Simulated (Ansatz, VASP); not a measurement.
Nb2Si2O in VASP and in Ansatz

```xyz
5
Lattice="4.6285 0.0000 0.0000 0.0000 4.6285 0.0000 0.0000 0.0000 4.5001" Properties=species:S:1:pos:R:3 pbc="T T T"
Nb    0.0000    2.3143    2.2500
Nb    2.3143    0.0000    2.2500
Si    0.0000    0.0000    0.0000
Si    0.0000    0.0000    2.2500
O     2.3143    2.3143    2.2500
```

Alike in both runs: task relaxation of cell and atoms; functional PBE; k mesh 8 × 8 × 8; occupations gaussian, width 0.1 eV; no spin polarisation.

|  | VASP | Ansatz |
| --- | --- | --- |
| version | VASP 6.6.1 | Ansatz 0.2.0 |
| potentials or method | VASP PAW PBE potentials, release 64 (Nb_sv, Si, O), cutoff 600 eV | scalar-relativistic, plane waves, PAW |
| valence electrons in the cell | 40 | 40 |

|  | VASP | Ansatz | Ansatz less VASP |
| --- | --- | --- | --- |
| gap on the k mesh at the Fermi level, each at its own relaxed structure (eV) | none | none | - |
| relaxed volume (Å³/atom) | 19.24 | 19.28 | +0.041 |
| relaxed cell length with the largest relative difference (Å) | 4.626 | 4.629 | +0.0035 |

A gap of «none» marks a metal or a gap that the smearing closes.
